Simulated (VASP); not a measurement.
Here is a VASP 6.6.1 calculation.

INCAR

```
ALGO = Normal
EDIFF = 1E-7
ENCUT = 520
ISIF = 2
ISMEAR = -1
LASPH = True
LCHARG = False
LREAL = False
LWAVE = False
NBANDS = 17
NELM = 60
PREC = Accurate
SIGMA = 0.1
```

File KPOINTS:

```
k-points
0
Gamma
  10 10 6
```

POSCAR

```
Sr
1.0
    4.2099795209      0.0000000000      0.0000000000
   -2.1049897604      3.6459492145      0.0000000000
    0.0000000000      0.0000000000      6.8955476956
Sr
2
Direct
    0.3333333333      0.6666666667      0.2500000000
    0.6666666667      0.3333333333      0.7500000000
```

Potentials or basis: VASP PAW LDA potentials, release 64 (Sr_sv).

The run is started by

```sh
$ cat potpaw_LDA.64/Sr_sv/POTCAR > POTCAR
$ mpirun -np 1 vasp_std > vasp.out
```

(1) Estimate the pressure.

(2) Estimate the band gap on the k mesh.

Answers

(1) -0.9 GPa.

(2) zero (bands 10 and 11 overlap by 0.12 eV).
